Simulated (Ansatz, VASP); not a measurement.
**One calculation of MgO, two programs**

```xyz
4
Lattice="3.3142 0.0000 0.0000 -1.6571 2.8702 0.0000 0.0000 0.0000 5.1223" Properties=species:S:1:pos:R:3 pbc="T T T"
Mg    0.0000    0.0000   -0.0432
Mg    0.0000    1.9135    2.5180
O     0.0000    0.0000    1.9640
O     0.0000    1.9135    4.5252
```

Alike in both runs: functional PBE; k mesh 12 × 12 × 6; occupations gaussian, width 0.02 eV; no spin polarisation.

Ansatz relaxed the structure, and its values are those at the end. VASP's run is a single point on that final structure, the one shown.

|  | VASP | Ansatz |
| --- | --- | --- |
| version | VASP 6.6.1 | Ansatz 0.2.0 |
| potentials or method | VASP PAW PBE potentials, release 64 (Mg, O), cutoff 520 eV | scalar-relativistic, plane waves, PAW |
| valence electrons in the cell | 16 | 32 |

VASP gave:

| Quantity | Value |
| --- | --- |
| gap on the k mesh at the Fermi level (eV) | 3.40 |
| least direct gap on the mesh (eV) | 3.40 |
| pressure (GPa) | -0.4 |

What did Ansatz give for the same quantities?

gap on the k mesh at the Fermi level (eV): 3.41; least direct gap on the mesh (eV): 3.41; pressure (GPa): 0.0.

VASP's potentials hold 16 valence electrons a cell and Ansatz's 32, so a difference there can come from the potentials and not from the codes.
